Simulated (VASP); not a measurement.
Runs of VASP 6.6.1 on ZnF2. It takes space group P4_2/mnm (No. 136, tetragonal). Conventional cell: a = 4.705 Å, b = 4.705 Å, c = 3.134 Å, α = 90.00°, β = 90.00°, γ = 90.00°. Zn (site symmetry mmm) has 6 F at 2.01 to 2.05 Å within 2.7 Å. Within 2.7 Å of F (site symmetry m2m) lie 3 Zn at 2.01 to 2.05 Å and 1 F at 2.63 Å. 

```tsv
level	U	gap on the mesh (eV)	pressure (GPa)	largest force (eV/Å)
PBE+U	Zn d U = 4.0 eV	4.30	(b)	0.05
PBE+U	Zn d U = 6.0 eV	4.59	-1.5	0.07
PBE+U	Zn d U = 2.0 eV	(a)	4.1	0.03
PBE	-	3.48	6.5	0.01
```

Alike in all rows: task single point; potentials or basis VASP PAW PBE potentials, release 64 (Zn, F); no spin polarisation; cell as given; k mesh 6 × 6 × 8; cutoff (eV) 600; smearing gaussian 0.01 eV.

Problem. Fill in the values left out.

Solution. (a) 3.96; (b) 1.3.

Caveats: the cell stands under pressure (at least some runs).

A k mesh can miss the band edges.
